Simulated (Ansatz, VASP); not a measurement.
**One calculation of Ni, two programs**

```
Ni
1.0
     2.44802    0.00000    0.00000
    -1.22401    2.12005    0.00000
     0.00000    0.00000    4.07281
Ni
2
Direct
  0.66667 0.33333 0.75000
  0.33333 0.66667 0.25000
```

Alike in both runs: task single point; functional PBE; k mesh 10 × 10 × 6; occupations fermi-dirac, width 0.05 eV; collinear spin; fixed moment 4 μB.

|  | VASP | Ansatz |
| --- | --- | --- |
| version | VASP 6.6.1 | Ansatz 0.2.0 |
| potentials or method | VASP PAW PBE potentials, release 64 (Ni_sv_GW) | Ansatz PAW |
| plane-wave cutoff (eV) | 590 | 420 |
| valence electrons in the cell | 36 | 36 |

VASP gave:

| Quantity | Value |
| --- | --- |
| net moment per atom (μB) | 2.00 |
| size of the moment on the site where the two differ most (μB) | 1.81 |

Q: What did Ansatz give for the same quantities?

A: net moment per atom (μB): 2.00; size of the moment on the site where the two differ most (μB): 1.80.

Site moments also hang on the region over which each program counts them. With one functional, cell and mesh, what is left measures potentials, basis and numerics.
